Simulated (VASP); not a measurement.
# C (R-3m) in VASP: further runs, part 2 of 2

VASP 6.6.1. The steps go on from the part before.

## (6) Relaxation of shape and atoms at fixed volume, PBE+D3(BJ) (volume scaled by 0.98)

The input, INCAR:

```
SYSTEM = C
PREC = Accurate
ENCUT = 600
EDIFF = 1E-7
ISMEAR = 0
SIGMA = 0.01
LREAL = .FALSE.
LASPH = .TRUE.
NELM = 60
ALGO = Normal
ISIF = 4
LWAVE = .FALSE.
LCHARG = .FALSE.
GGA = PE
IVDW = 12
IBRION = 2
NSW = 80
EDIFFG = -0.001
```

The input, KPOINTS:

```
Automatic mesh
0
G
  12 12 12
  0 0 0
```

The input, POSCAR:

```
C
1.0
    1.2242552818      0.7068241165      3.3269025808
   -1.2242552818      0.7068241165      3.3269025808
    0.0000000000     -1.4136482330      3.3269025808
C
2
Direct
    0.1665844938      0.1665844938      0.1665844938
    0.8334155062      0.8334155062      0.8334155062
```

Potentials or basis: VASP PAW PBE potentials, release 64 (C).

The run is started by

```sh
$ cat potpaw_PBE.64/C/POTCAR > POTCAR
$ mpirun -np 1 vasp_std > vasp.out
```

OUTCAR:

```text
SYSTEM = C
   PREC = Accurate
   ENCUT = 600
   EDIFF = 1E-7
   ISMEAR = 0
   LREAL = .FALSE.
   LASPH = .TRUE.
   NELM = 60
   ISIF = 4
   GGA = PE
   IVDW = 12
   IBRION = 2
   NSW = 80
   EDIFFG = -0.001
 IVDW          = 12

 ion  position               nearest neighbor table
   1  0.167  0.167  0.167-   2 1.41   2 1.41   2 1.41
   2  0.833  0.833  0.833-   1 1.41   1 1.41   1 1.41

  LATTYP: Found a trigonal (rhomboedric) cell.
 ALAT       =     3.6147865924
 COS(alpha) =     0.7705919556

  Lattice vectors:

 A1 = (   1.2242552818,   0.7068241165,   3.3269025808)
 A2 = (  -1.2242552818,   0.7068241165,   3.3269025808)
 A3 = (   0.0000000000,  -1.4136482330,   3.3269025808)

Analysis of symmetry for initial positions (statically):
=====================================================================
 Subroutine PRICEL returns:
 Original cell was already a primitive cell.

 Routine SETGRP: Setting up the symmetry group for a
 trigonal (rhombohedral) supercell.

 Subroutine GETGRP returns: Found 12 space group operations
 (whereof 12 operations were pure point group operations)
 out of a pool of 12 trial point group operations.

The static configuration has the point symmetry D_3d.

Analysis of symmetry for dynamics (positions and initial velocities):
[... 150 lines left out ...]

--------------------------------------- Ionic step        1  -------------------------------------------

 number of electron       8.0000000 magnetization

 Free energy of the ion-electron system (eV)
  ---------------------------------------------------
  ext. energy  EPLUGINS =         0.00000000
  ---------------------------------------------------
  free energy    TOTEN  =       -18.41516799 eV

  energy without entropy =      -18.41516799  energy(sigma->0) =      -18.41516799

------------------------ aborting loop because EDIFF is reached ----------------------------------------

 Edisp (eV)   -0.31601

 E8    (eV) :    -0.0896
[... 231 lines left out ...]
--------------------------------------- Ionic step        7  -------------------------------------------

 number of electron       8.0000000 magnetization

 Free energy of the ion-electron system (eV)
  ---------------------------------------------------
  ext. energy  EPLUGINS =         0.00000000
  ---------------------------------------------------
  free energy    TOTEN  =       -18.41705093 eV

  energy without entropy =      -18.41705093  energy(sigma->0) =      -18.41705093

 E-fermi :   4.5578     XC(G=0): -10.4723

 val. band max:        4.5038069688   @ k =  -0.3333   0.3333   0.0000
 cond. band min:       5.2420277025   @ k =  -0.3333   0.3333   0.0000
 fundamental gap:      0.7382207337
 Fermi energy:         4.5577800492

 k-point     1 :       0.0000    0.0000    0.0000
  band No.  band energies     occupation
      1     -14.8111      2.00000
      2      -1.5530      2.00000
      3       1.8776      2.00000
      4       1.8776      2.00000
      5       9.3438      0.00000
      6      13.2562      0.00000
      7      13.2562      0.00000
      8      16.2149      0.00000
[... 243 lines left out ...]
 k-point    24 :      -0.4167    0.1667    0.0000
  band No.  band energies     occupation
      1      -9.0207      2.00000
      2      -7.9853      2.00000
      3      -3.2870      2.00000
      4       3.4361      2.00000
      5       6.5113      0.00000
      6      15.0860      0.00000
      7      16.3113      0.00000
      8      17.5289      0.00000

 [... further k-points ...]

------------------------ aborting loop because EDIFF is reached ----------------------------------------

 Edisp (eV)   -0.32073

 E8    (eV) :    -0.0911
[... 25 lines left out ...]
  FREE ENERGIE OF THE ION-ELECTRON SYSTEM (eV)
  ---------------------------------------------------
  free  energy   TOTEN  =       -18.7377853502 eV

  energy  without entropy=      -18.7377853502  energy(sigma->0) =      -18.73778535

 reached required accuracy - stopping structural energy minimisation
```

OSZICAR:

```text
N       E                     dE             d eps       ncg     rms          rms(c)
DAV:   1     0.953621669313E+01    0.95362E+01   -0.51614E+03  3072   0.102E+03
DAV:   2    -0.193113252250E+02   -0.28848E+02   -0.27649E+02  4608   0.141E+02
DAV:   3    -0.196662638206E+02   -0.35494E+00   -0.35494E+00  3768   0.191E+01
DAV:   4    -0.196673035103E+02   -0.10397E-02   -0.10397E-02  5008   0.102E+00
[... 43 lines left out ...]
DAV:   3    -0.184170532269E+02    0.11357E-06   -0.28189E-07  3264   0.367E-03    0.347E-04
DAV:   4    -0.184170532275E+02   -0.67485E-09   -0.34599E-09  1616   0.571E-04
   6 F= -.18737785E+02 E0= -.18737785E+02  d E =-.327298E-05
       N       E                     dE             d eps       ncg     rms          rms(c)
DAV:   1    -0.184170509410E+02    0.22858E-05   -0.26086E-07  3024   0.464E-03    0.269E-04
DAV:   2    -0.184170509343E+02    0.67652E-08   -0.44763E-09  1536   0.583E-04
   7 F= -.18737785E+02 E0= -.18737785E+02  d E =-.327031E-05
```

Wall time 3.4 min (1 thread of Intel Xeon Platinum 8259CL at 2.50GHz (Skylake/Cascade Lake), shared host); peak memory 0.18 GiB.

Results:

| Quantity | Value |
| --- | --- |
| Free energy | -18.7378 eV |
| Energy gained by relaxing | 3.3 meV/atom |
| Ionic steps | 7 |
| Pressure after relaxing | 0.5 GPa |
| Band gap on the k mesh | 0.74 eV, direct |
| Dispersion energy per atom | -0.160 eV |

The path:
```
step  energy change (eV)  largest force (eV/Å)  pressure (GPa)  volume (Å³)
   1              0.0000                0.0011            6.26        17.27
   2             -0.0061                0.0048           -1.07        17.27
   3             -0.0066                0.0039            0.50        17.27
   4             -0.0066                0.0040            0.39        17.27
   5             -0.0066                0.0022            0.52        17.27
   6             -0.0066                0.0011            0.50        17.27
   7             -0.0066                0.0009            0.49        17.27
```

Final structure:
```
C
1.0
     1.23221    0.71142    3.28406
    -1.23221    0.71142    3.28406
     0.00000   -1.42284    3.28406
C
2
Direct
  0.16657 0.16657 0.16657
  0.83343 0.83343 0.83343
```

Levels at points of the mesh, in eV from the valence-band top:
```csv
k point,band 1,band 2,band 3,band 4,band 5,band 6,band 7,band 8
"(0.00, 0.00, 0.00)",-19.31,-6.06,-2.63,-2.63,4.84,8.75,8.75,11.71
"(0.50, 0.00, 0.00)",-13.96,-12.90,-5.99,-1.57,2.41,8.01,12.39,13.08
"(0.50, 0.50, 0.00)",-13.82,-12.80,-6.06,-2.39,1.66,7.55,13.80,15.88
"(0.50, 0.50, 0.50)",-18.96,-8.25,-2.65,-2.65,8.69,8.69,11.47,11.96
```

Caveat: the cell differs from its parent crystal (volume scaled by 0.98).

## (7) Summary

```tsv
task	cell	cutoff (eV)	smearing	gap on the mesh (eV)	pressure (GPa)
single point	a = 3.581 Å, angles 40.2°, 2 atoms	520	gaussian 0.01 eV	0.73	1.2
single point	a = 3.639 Å, angles 39.6°, 2 atoms	520	gaussian 0.01 eV	0.66	0.4
single point	a = 3.639 Å, angles 39.6°, 2 atoms	520	gaussian 0.02 eV	0.66	0.5
single point	a = 3.698 Å, angles 39.0°, 2 atoms	520	gaussian 0.01 eV	0.59	-0.1
relaxation of shape and atoms at fixed volume	relaxed from a = 3.615 Å, angles 39.6°, 2 atoms	600	gaussian 0.01 eV	0.74	0.5
```

Alike in all rows: level PBE+D3(BJ); potentials or basis VASP PAW PBE potentials, release 64 (C); no spin polarisation; k mesh 12 × 12 × 12.

Total energies depend on the potentials used, so only differences within one code and one set of settings carry meaning.
